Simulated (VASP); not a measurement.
Write the native input for VASP 6.6.1 that does the following.

```
Task                   : single point
Functional             : PBEsol
Potentials or basis    : VASP PAW PBE potentials, release 64 (P)
Cutoff                 : 520 eV
k mesh                 : 12 × 12 × 12
Occupations            : gaussian, width 0.15 eV
Spin                   : no spin polarisation
Dipole correction      : no
Further INCAR settings : ALGO = Normal; EDIFF = 1e-06; NBANDS = 8
```

The structure of P lies in POSCAR:

```
P
1.0
    4.2729048574      0.0747758350      0.0000000000
    0.0747758350      4.2729048574      0.0000000000
    0.0000000000      0.0000000000      4.3780000000
P
1
Direct
    0.0000000000      0.0000000000      0.0000000000
```

This cell differs from its parent crystal: strain +0.0350 x Voigt [0, 0, 0, 0, 0, 1].

The input as run:

INCAR

```
SYSTEM = P
PREC = Accurate ; ENCUT = 520
EDIFF = 1E-6 ; ISMEAR = 0
SIGMA = 0.15 ; LREAL = .False.
LASPH = .True. ; NELM = 80
ALGO = Normal ; ISIF = 2
LWAVE = .False. ; LCHARG = .False.
GGA = PS ; NBANDS = 8
```

KPOINTS

```
regular mesh
0
Gamma
  12 12 12
  0 0 0
```

Potentials or basis: VASP PAW PBE potentials, release 64 (P).

The run is started by

```console
$ cat potpaw_PBE.64/P/POTCAR > POTCAR
$ mpirun -np 1 vasp_std > vasp.out
```

Results of the run:

```yaml
Pressure: -3.9 GPa
```

Caveat: the cell differs from its parent crystal (strain +0.0350 x Voigt [0, 0, 0, 0, 0, 1]); the PAW data sets were made with another functional, which shifts forces and pressure a little.

Wall time 99 s on 1 thread of Intel(R) Xeon(R) Platinum 8488C (Sapphire Rapids), on a shared host, peak memory 0.29 GiB.
